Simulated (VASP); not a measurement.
Input of a VASP 6.6.1 run:

INCAR

```
  PREC = Accurate
  ENCUT = 600
  EDIFF = 1E-6
  ISMEAR = 0
  SIGMA = 0.1
  LREAL = F
  LASPH = T
  NELM = 100
  ALGO = Normal
  ISIF = 3
  LWAVE = F
  LCHARG = F
  GGA = PE
  IVDW = 12
  IBRION = 2
  NSW = 100
  EDIFFG = -0.002
```

KPOINTS

```
Automatic mesh
0
Gamma
  18 18 18
```

The input POSCAR:

```
W
1.0
   -1.5802495554      1.5802495554      1.5802495554
    1.5802495554     -1.5802495554      1.5802495554
    1.5802495554      1.5802495554     -1.5802495554
W
1
Direct
    0.0000000000      0.0000000000      0.0000000000
```

Potentials or basis: VASP PAW PBE potentials, release 64 (W_sv).

Launch:

```bash
$ cat potpaw_PBE.64/W_sv/POTCAR > POTCAR
$ mpirun -np 1 vasp_std > vasp.out
```

**Question.** Predict the relaxed cell.

**Answer.** a = 2.738 Å, b = 2.738 Å, c = 2.738 Å, α = 109.47°, β = 109.47°, γ = 109.47°.

**Question.** Estimate the space group after relaxing (to 0.05 Å).

**Answer.** Im-3m (No. 229).

**Question.** Predict the dispersion energy per atom.

**Answer.** -0.698 eV.

**Question.** Estimate the band gap on the k mesh.

**Answer.** Zero (band 7 reaches 16.69 eV, above the bottom of band 8 at 10.26 eV).

Final structure:
```cif
data_structure
_symmetry_space_group_name_H-M 'P 1'
_symmetry_Int_Tables_number 1
_cell_length_a 2.7379
_cell_length_b 2.7379
_cell_length_c 2.7379
_cell_angle_alpha 109.471
_cell_angle_beta 109.471
_cell_angle_gamma 109.471
_cell_volume 15.80
loop_
_atom_site_label
_atom_site_type_symbol
_atom_site_fract_x
_atom_site_fract_y
_atom_site_fract_z
_atom_site_occupancy
W1 W 0.00000 0.00000 0.00000 1
```

Caveat: spin-orbit coupling is left out, which moves the levels of the heavy elements.
